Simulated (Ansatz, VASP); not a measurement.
One calculation of Ta2N, two programs

```
Ta N
1.0
     3.10114    0.00000    0.00000
    -1.55057    2.68567    0.00000
     0.00000    0.00000    4.88189
Ta N
2 1
Direct
  0.66667 0.33333 0.74491
  0.33333 0.66667 0.25509
  0.00000 0.00000 0.00000
```

Alike in both runs: functional PBE; k mesh 18 × 18 × 10; occupations gaussian, width 0.1 eV; no spin polarisation.

Ansatz relaxed the structure, and its values are those at the end. VASP's run is a single point on that final structure, the one shown.

|  | VASP | Ansatz |
| --- | --- | --- |
| version | VASP 6.6.1 | Ansatz 0.2.0 |
| potentials or method | VASP PAW PBE potentials, release 64 (Ta_pv, N), cutoff 520 eV | scalar-relativistic, plane waves, PAW |
| valence electrons in the cell | 27 | 31 |

```tsv
	VASP	Ansatz	Ansatz less VASP
gap on the k mesh at the Fermi level (eV)	none	none	-
pressure (GPa)	0.4	0.0	-0.44
rms of the force components (eV/Å)	0.021	0.001	-0.0205
```

A gap of «none» marks a metal or a gap that the smearing closes. VASP's potentials hold 27 valence electrons a cell and Ansatz's 31, so a difference there can come from the potentials and not from the codes.

Spin-orbit coupling is off throughout.
